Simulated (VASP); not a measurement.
KZnF3:

```
CELL_PARAMETERS angstrom
4.02282 0.00000 0.00000
0.00000 4.02282 0.00000
0.00000 0.00000 4.02282
ATOMIC_POSITIONS crystal
Zn 0.50000 0.50000 0.50000
K 0.00000 0.00000 0.00000
F 0.50000 0.00000 0.50000
F 0.00000 0.50000 0.50000
F 0.50000 0.50000 0.00000
```

Base run:

```yaml
Program: VASP 6.6.1
Functional: r2SCAN
Potentials_or_basis: VASP PAW PBE potentials, release 64 (Zn, K_sv, F)
Cutoff: 520 eV
k_mesh: 7 × 7 × 7
Occupations: fermi-dirac, width 0.05 eV
Spin: no spin polarisation
```

Its results: band gap on the k mesh 4.75 eV, indirect (least direct gap 6.74 eV); pressure 1.9 GPa.

Problem. The run is repeated on the same cell with these changes: functional from r2SCAN to PBEsol; further incar settings from ALGO = Normal; EDIFF = 1e-06; NBANDS = 29 to ALGO = Normal; EDIFF = 1e-07; NBANDS = 29. What comes out?

Solution. Band gap on the k mesh 3.80 eV, indirect (least direct gap 5.66 eV); pressure 2.2 GPa.

Caveats: the PAW data sets were made with another functional, which shifts forces and pressure a little.

A k mesh can miss the band edges.
